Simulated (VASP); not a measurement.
# BN (I-4m2) in VASP: notebook, part 3 of 3

VASP 6.6.1.

**4. Electric field gradients, PBEsol (equal xx and yy strain of +3 %)**

INCAR reads:

```
SYSTEM = BN
ALGO = Normal
EDIFF = 1E-8
ENCUT = 520
GGA = PS
ISIF = 2
ISMEAR = -1
LASPH = .TRUE.
LCHARG = .FALSE.
LEFG = .TRUE.
LREAL = .FALSE.
LWAVE = .FALSE.
NBANDS = 11
NELM = 80
PREC = Accurate
SIGMA = 0.03
```

KPOINTS reads:

```
k-points
0
G
  13 13 13
  0 0 0
```

POSCAR reads:

```
BN
1.0
    0.0000000000      1.8617250000      1.8075000000
    1.8617250000      0.0000000000      1.8075000000
    1.8617250000      1.8617250000      0.0000000000
B N
1 1
Direct
    0.0000000000      0.0000000000      0.0000000000
    0.7500000000      0.7500000000      0.7500000000
```

Potentials or basis: VASP PAW PBE potentials, release 64 (B, N).

Run with:

```sh
> cat potpaw_PBE.64/B/POTCAR potpaw_PBE.64/N/POTCAR > POTCAR
> mpirun -np 1 vasp_std > vasp.out
```

OUTCAR:

```text
SYSTEM = BN
   EDIFF = 1E-8
   ENCUT = 520
   GGA = PS
   ISIF = 2
   ISMEAR = -1
   LASPH = .TRUE.
   LREAL = .FALSE.
   NELM = 80
   PREC = Accurate

 ion  position               nearest neighbor table
   1  0.000  0.000  0.000-   2 1.60   2 1.60   2 1.60   2 1.60
   2  0.750  0.750  0.750-   1 1.60   1 1.60   1 1.60   1 1.60

  LATTYP: Found a body centered tetragonal cell.
 ALAT       =     2.6328767444
 C/A-ratio  =     1.3730228761

  Lattice vectors:

 A1 = (   0.0000000000,  -1.8617250000,  -1.8075000000)
 A2 = (   0.0000000000,   1.8617250000,  -1.8075000000)
 A3 = (   1.8617250000,   0.0000000000,   1.8075000000)

Analysis of symmetry for initial positions (statically):
=====================================================================
 Subroutine PRICEL returns:
 Original cell was already a primitive cell.

 Routine SETGRP: Setting up the symmetry group for a
 body centered tetragonal supercell.

 Subroutine GETGRP returns: Found  8 space group operations
 (whereof  8 operations were pure point group operations)
 out of a pool of 16 trial point group operations.

The static configuration has the point symmetry D_2d.

Analysis of symmetry for dynamics (positions and initial velocities):
=====================================================================
 Subroutine PRICEL returns:
 Original cell was already a primitive cell.

 Routine SETGRP: Setting up the symmetry group for a
 body centered tetragonal supercell.

 Subroutine GETGRP returns: Found  8 space group operations
 (whereof  8 operations were pure point group operations)
 out of a pool of 16 trial point group operations.

The dynamic configuration has the point symmetry D_2d.

 Subroutine INISYM returns: Found  8 space group operations
 (whereof  8 operations are pure point group operations),
 and found     1 'primitive' translations

----------------------------------------------------------------------------------------

                                     Primitive cell

  volume of cell :      12.5297

  direct lattice vectors                    reciprocal lattice vectors
     0.000000000  1.861725000  1.807500000    -0.268568129  0.268568129  0.276625173
     1.861725000  0.000000000  1.807500000     0.268568129 -0.268568129  0.276625173
     1.861725000  1.861725000  0.000000000     0.268568129  0.268568129 -0.276625173

  length of vectors
     2.594817185  2.594817185  2.632876744     0.469871436  0.469871436  0.469871436

  position of ions in fractional coordinates (direct lattice)
     0.000000000  0.000000000  0.000000000
     0.750000000  0.750000000  0.750000000

  ion indices of the primitive-cell ions
   primitive index   ion index
                 1           1
                 2           2

----------------------------------------------------------------------------------------

 KPOINTS: k-points

Automatic generation of k-mesh.
 Grid dimensions read from file:
[... 80 lines left out ...]
   ISMEAR =    -1;   SIGMA  =   0.03  broadening in eV -4-tet -1-fermi 0-gaus
   EFERMI_NEDOS =   21; number of points for ismear=-14 and -15
   IALGO  =     38    algorithm
   IMIX   =      4    mixing-type and parameters
     AMIX     =   0.40;   BMIX     =  1.00
     AMIX_MAG =   1.60;   BMIX_MAG =  1.00
  volume/ion in A,a.u.               =       6.26        42.28
  Fermi-wavevector in a.u.,A,eV,Ry     =   1.409695  2.663937 27.038027  1.987239
  Thomas-Fermi vector in A             =   2.531724
   LORBIT       =      0    0 simple, 1 ext, 2 COOP (PROOUT), +10 PAW based schemes
   GGA     = PS    functional components
   LHFCALC =     F    Hartree Fock is set to
   AEXX    =    0.0000 exact exchange contribution
   IVDW    =     0    specifies the selected vdW correction
   LEPSILON=     F    determine dielectric tensor
   LRPA    =     F    only Hartree local field effects (RPA)
 non-spin polarized calculation
  energy-cutoff  :      520.00
  volume of cell :       12.53
 maximum number of plane-waves:       348
   NGX =  9   NGY =  9   NGZ =  9

 number of electron       8.0000002 magnetization

 Free energy of the ion-electron system (eV)
  ---------------------------------------------------
  ext. energy  EPLUGINS =         0.00000000
  ---------------------------------------------------
  free energy    TOTEN  =       -18.27732928 eV

  energy without entropy =      -18.27732928  energy(sigma->0) =      -18.27732928

 E-fermi :   7.3483     XC(G=0): -12.7307

 val. band max:        6.8316326411   @ k =   0.0000   0.0000   0.0000
 cond. band min:      10.6344634117   @ k =   0.4615   0.4615   0.0000
 fundamental gap:      3.8028307706
 Fermi energy:         7.3482748728

 k-point     1 :       0.0000    0.0000    0.0000
  band No.  band energies     occupation
      1     -12.9406      2.00000
      2       6.5644      2.00000
      3       6.5644      2.00000
      4       6.8316      2.00000
      5      15.0113      0.00000
      6      15.2134      0.00000
      7      15.2134      0.00000
      8      15.9788      0.00000
      9      30.0803      0.00000
     10      32.9022      0.00000
     11      33.5436      0.00000
[... 309 lines left out ...]
 k-point    24 :       0.4615    0.1538    0.0000
  band No.  band energies     occupation
      1      -9.1014      2.00000
      2      -2.3010      2.00000
      3       3.7555      2.00000
      4       3.7576      2.00000
      5      14.8260      0.00000
      6      18.2933      0.00000
      7      18.5400      0.00000
      8      20.3637      0.00000
      9      26.6592      0.00000
     10      31.8607      0.00000
     11      33.6326      0.00000

 [... further k-points ...]

------------------------ aborting loop because EDIFF is reached ----------------------------------------

  FORCE on cell =-STRESS in cart. coord.  units (eV):
  Direction    XX          YY          ZZ          XY          YZ          ZX
  --------------------------------------------------------------------------------------
  -------------------------------------------------------------------------------------
  Total       -2.1776479     -2.1776479     -0.9067520      0.0000000      0.0000000      0.0000000
  in kB     -278.4574742   -278.4574742   -115.9470631      0.0000000      0.0000000      0.0000000
  external PRESSURE =    -224.2873372 kB  Pullay stress =       0.0000000 kB

 VOLUME and BASIS-vectors are now :
 -----------------------------------------------------------------------------
  energy-cutoff  :      520.00
  volume of cell :       12.53
      direct lattice vectors                 reciprocal lattice vectors
     0.000000000  1.861725000  1.807500000    -0.268568129  0.268568129  0.276625173
     1.861725000  0.000000000  1.807500000     0.268568129 -0.268568129  0.276625173
     1.861725000  1.861725000  0.000000000     0.268568129  0.268568129 -0.276625173

 POSITION                                       TOTAL-FORCE (eV/Angst)
 -----------------------------------------------------------------------------------
      0.00000      0.00000      0.00000        -0.000000     -0.000000      0.000000
      2.79259      2.79259      2.71125         0.000000      0.000000     -0.000000
 -----------------------------------------------------------------------------------
    total drift:                               -0.000000     -0.000000      0.000001

  FREE ENERGIE OF THE ION-ELECTRON SYSTEM (eV)
  ---------------------------------------------------
  free  energy   TOTEN  =       -18.2773292789 eV

  energy  without entropy=      -18.2773292789  energy(sigma->0) =      -18.27732928

 Electric field gradients (V/A^2)
---------------------------------------------------------------------
 ion       V_xx      V_yy      V_zz      V_xy      V_xz      V_yz
---------------------------------------------------------------------
   1      -0.526    -0.526     1.052     0.000     0.000     0.000
   2       2.259     2.259    -4.518     0.000     0.001     0.001
---------------------------------------------------------------------

 Electric field gradients after diagonalization (V/A^2)
 (convention: |V_zz| > |V_xx| > |V_yy|)
----------------------------------------------------------------------
 ion       V_xx      V_yy      V_zz     asymmetry (V_yy - V_xx)/ V_zz
----------------------------------------------------------------------
   1      -0.526    -0.526     1.052       0.000
   2       2.259     2.259    -4.518       0.000
----------------------------------------------------------------------

           NMR quadrupolar parameters

 Cq : quadrupolar parameter    Cq=e*Q*V_zz/h
 eta: asymmetry parameters     (V_yy - V_xx)/ V_zz
 Q  : nuclear electric quadrupole moment in mb (millibarn)
----------------------------------------------------------------------
 ion       Cq(MHz)       eta       Q (mb)
----------------------------------------------------------------------
   1       0.003       0.000       1.000
   2      -0.011       0.000       1.000
----------------------------------------------------------------------
```

Run time: 39 s. Hardware: 1 thread of Intel Xeon 8259CL, shared host; peak memory 0.14 GiB.

What came out:

```yaml
Free_energy: -18.2773 eV
Pressure: -22.4 GPa
Band_gap_on_the_k_mesh: 3.80 eV (least direct gap 8.18 eV)
Largest_electric_field_gradient_by_atom: B +1.1; N -4.5 V/Å²
```

Electric field gradients, principal values (V/Å²):
| atom | least | middle | greatest (by size) |
| --- | --- | --- | --- |
| 1 B | -0.526 | -0.526 | 1.052 |
| 2 N | 2.259 | 2.259 | -4.518 |

Caveat: the cell differs from its parent crystal (equal xx and yy strain of +3 %); the cell stands under tension; without QUAD_EFG the Cq values of the log hold for a quadrupole moment of 1 mb, not for the nuclei; the PAW data sets were made with another functional, which shifts forces and pressure a little; an odd mesh through Γ misses points on the zone boundary, where band edges can lie.

**5. Electric field gradients, PBEsol (equal xx and yy strain of +3 %)**

INCAR reads:

```
PREC = Accurate ; ENCUT = 520
EDIFF = 1E-8 ; ISMEAR = -1
SIGMA = 0.03 ; LREAL = F
LASPH = T ; NELM = 80
ALGO = Normal ; ISIF = 2
LWAVE = F ; LCHARG = F
GGA = PS ; LEFG = T
NBANDS = 11
```

KPOINTS reads:

```
regular mesh
0
Gamma
  13 13 13
```

POSCAR is that of step 4.

Potentials or basis: VASP PAW PBE potentials, release 64 (B, N).

Run with:

```sh
> cat potpaw_PBE.64/B/POTCAR potpaw_PBE.64/N/POTCAR > POTCAR
> mpirun -np 1 vasp_std > vasp.out
```

OUTCAR:

```text
PREC = Accurate
   ENCUT = 520
   EDIFF = 1E-8
   ISMEAR = -1
   LREAL = F
   LASPH = T
   NELM = 80
   ISIF = 2
   GGA = PS

 ion  position               nearest neighbor table
   1  0.000  0.000  0.000-   2 1.60   2 1.60   2 1.60   2 1.60
   2  0.750  0.750  0.750-   1 1.60   1 1.60   1 1.60   1 1.60

  LATTYP: Found a body centered tetragonal cell.
 ALAT       =     2.6328767444
 C/A-ratio  =     1.3730228761

  Lattice vectors:

 A1 = (   0.0000000000,  -1.8617250000,  -1.8075000000)
 A2 = (   0.0000000000,   1.8617250000,  -1.8075000000)
 A3 = (   1.8617250000,   0.0000000000,   1.8075000000)
[... 547 lines left out ...]
  free  energy   TOTEN  =       -18.2773292789 eV

  energy  without entropy=      -18.2773292789  energy(sigma->0) =      -18.27732928

 Electric field gradients (V/A^2)
---------------------------------------------------------------------
 ion       V_xx      V_yy      V_zz      V_xy      V_xz      V_yz
---------------------------------------------------------------------
   1      -0.526    -0.526     1.052     0.000     0.000     0.000
   2       2.259     2.259    -4.518     0.000     0.001     0.001
---------------------------------------------------------------------

 Electric field gradients after diagonalization (V/A^2)
 (convention: |V_zz| > |V_xx| > |V_yy|)
----------------------------------------------------------------------
 ion       V_xx      V_yy      V_zz     asymmetry (V_yy - V_xx)/ V_zz
----------------------------------------------------------------------
   1      -0.526    -0.526     1.052       0.000
   2       2.259     2.259    -4.518       0.000
----------------------------------------------------------------------

           NMR quadrupolar parameters

 Cq : quadrupolar parameter    Cq=e*Q*V_zz/h
 eta: asymmetry parameters     (V_yy - V_xx)/ V_zz
 Q  : nuclear electric quadrupole moment in mb (millibarn)
----------------------------------------------------------------------
 ion       Cq(MHz)       eta       Q (mb)
----------------------------------------------------------------------
   1       0.003       0.000       1.000
   2      -0.011       0.000       1.000
----------------------------------------------------------------------
```

stdout:

```text
POSCAR found type information on POSCAR B N
 POSCAR found :  2 types and       2 ions
 scaLAPACK will be used
 -----------------------------------------------------------------------------
|                                                                             |
|                                                                             |
|     You enforced a specific xc type in the INCAR file but a different       |
|     I HOPE YOU KNOW WHAT YOU ARE DOING!                                     |
|                                                                             |
 -----------------------------------------------------------------------------

 LDA part: xc-table for (Slater+PW92), standard interpolation
 POSCAR, INCAR and KPOINTS ok, starting setup
 FFT: planning ... GRIDC
 FFT: planning ... GRID_SOFT
 FFT: planning ... GRID
 WAVECAR not read
 entering main loop
ion   1

ion   2
```

It took 32 s on 1 thread of Intel Xeon 8259CL, shared host; peak memory 0.14 GiB.

Results:

```yaml
Free_energy: -18.2773 eV
Pressure: -22.4 GPa
Band_gap_on_the_k_mesh: 3.80 eV (least direct gap 8.18 eV)
Largest_electric_field_gradient_by_atom: B +1.1; N -4.5 V/Å²
```

Stress tensor (GPa, compression positive):
```
-27.85   0.00   0.00
  0.00 -27.85   0.00
  0.00   0.00 -11.59
```

Electric field gradients, principal values (V/Å²):
```
atom   least  middle  greatest (by size)
 1 B  -0.526  -0.526               1.052
 2 N   2.259   2.259              -4.518
```

Caveat: the cell differs from its parent crystal (equal xx and yy strain of +3 %); the cell stands under tension; without QUAD_EFG the Cq values of the log hold for a quadrupole moment of 1 mb, not for the nuclei; the PAW data sets were made with another functional, which shifts forces and pressure a little; an odd mesh through Γ misses points on the zone boundary, where band edges can lie.

**6. The runs side by side**

```tsv
cell	gap on the mesh (eV)	pressure (GPa)
a = 2.569, b = 2.569, c = 2.582 Å, angles 59.8, 59.8, 60.3°, 2 atoms	4.16	-9.6
a = 2.582, b = 2.582, c = 2.607 Å, angles 59.7, 59.7, 60.7°, 2 atoms	3.97	-16.3
a = 2.595, b = 2.595, c = 2.633 Å, angles 59.5, 59.5, 61.0°, 2 atoms	3.80	-22.4
```

Alike in all rows: task electric field gradients; level PBEsol; potentials or basis VASP PAW PBE potentials, release 64 (B, N); no spin polarisation; k mesh 13 × 13 × 13; cutoff (eV) 520; smearing fermi-dirac 0.03 eV.

Caveats: the cell stands under tension; the PAW data sets were made with another functional, which shifts forces and pressure a little; an odd mesh through Γ misses points on the zone boundary, where band edges can lie.

Absolute energies hang on the potentials; compare differences alone.
